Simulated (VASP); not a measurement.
Zn, 2 atoms in the cell. The structure is monoclinic, space group C2/m (No. 12). The conventional cell has a = 4.824 Å, b = 2.785 Å, c = 4.512 Å, α = 90.00°, β = 90.00°, γ = 90.00°. Within 3.0 Å of Zn (site symmetry m) lie 10 Zn at 2.27 to 2.97 Å.  This cell differs from its parent crystal: shortest bond scaled by 0.82.

```yaml
Program: VASP 6.6.1
Task: single point
Functional: LDA
Potentials_or_basis: VASP PAW LDA potentials, release 64 (Zn)
Cutoff: 520 eV
k_mesh: 12 × 12 × 7
Occupations: fermi-dirac, width 0.05 eV
Spin: no spin polarisation
Dipole_correction: no
Further_INCAR_settings: ALGO = Normal; EDIFF = 1e-07; NBANDS = 19
```

Potentials or basis: VASP PAW LDA potentials, release 64 (Zn).

Run with:

```console
$ cat potpaw_LDA.64/Zn/POTCAR > POTCAR
$ mpirun -np 1 vasp_std > vasp.out
```

Hardware: 1 thread of Intel Xeon 6975P-C, on a shared host.

Question: How long does it take, and how much memory?

Answer: Run time: 110 s on 1 thread of Intel Xeon 6975P-C, on a shared host, peak memory 0.24 GiB. Counts: scf iterations 12, k points 277.
